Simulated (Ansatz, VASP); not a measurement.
## Two plane-wave programs on Zn

File INCAR:

```
SYSTEM = Zn
PREC     = Accurate       ! precision mode
ENCUT    = 520            ! plane-wave cutoff, eV
EDIFF    = 1E-7           ! SCF threshold, eV
ISMEAR   = 0              ! smearing method
SIGMA    = 0.15           ! smearing width, eV
LREAL    = .False.        ! projectors in reciprocal space
LASPH    = .True.         ! aspherical terms in the spheres
NELM     = 60             ! most SCF steps
ALGO     = Fast           ! electronic algorithm
ISIF     = 2              ! what is computed and relaxed
LWAVE    = .False.        ! write WAVECAR
LCHARG   = .True.         ! write CHGCAR
GGA      = PS             ! functional
LELF     = .True.         ! ELF
LVHAR    = .True.       
NBANDS   = 12             ! bands
```

KPOINTS

```
regular mesh
0
Gamma
  22 22 22
  0 0 0
```

The input POSCAR:

```
Zn
1.0
    0.0000000000      1.9330805220      2.0297345481
    1.9330805220      0.0000000000      2.0297345481
    1.9330805220      1.9330805220      0.0000000000
Zn
1
Direct
    0.0000000000      0.0000000000      0.0000000000
```

Input for Ansatz:

```yaml
crystal:
  lattice:
    - [0.0, 1.933080522, 2.0297345481]
    - [1.933080522, 0.0, 2.0297345481]
    - [1.933080522, 1.933080522, 0.0]
  atoms:
    - { symbol: Zn, position: [0.0, 0.0, 0.0] }
basis:
  ecutwfc: 420
kpoints:
  mp_grid: { grid: [22, 22, 22] }
hamiltonian:
  xc: pbesol
scf:
  occupations: { method: gaussian, width: 0.15 }
output:
  forces: true
  stress: true
  eigenvalues: true
```

Alike in both runs: task single point; functional PBEsol; k mesh 22 × 22 × 22; occupations gaussian, width 0.15 eV; no spin polarisation.

|  | VASP | Ansatz |
| --- | --- | --- |
| version | VASP 6.6.1 | Ansatz 0.2.0 |
| potentials or method | VASP PAW PBE potentials, release 64 (Zn), cutoff 520 eV | scalar-relativistic, plane waves, PAW |
| valence electrons in the cell | 12 | 12 |

```tsv
	VASP	Ansatz	Ansatz less VASP
gap on the k mesh at the Fermi level (eV)	none	none	-
pressure (GPa)	-4.7	-5.0	-0.36
traceless stress, the component that is largest in VASP (GPa)	-1.86	-1.85	+0.013
```

VASP's potentials were made for PBE, not for PBEsol. A gap of «none» marks a metal or a gap that the smearing closes.
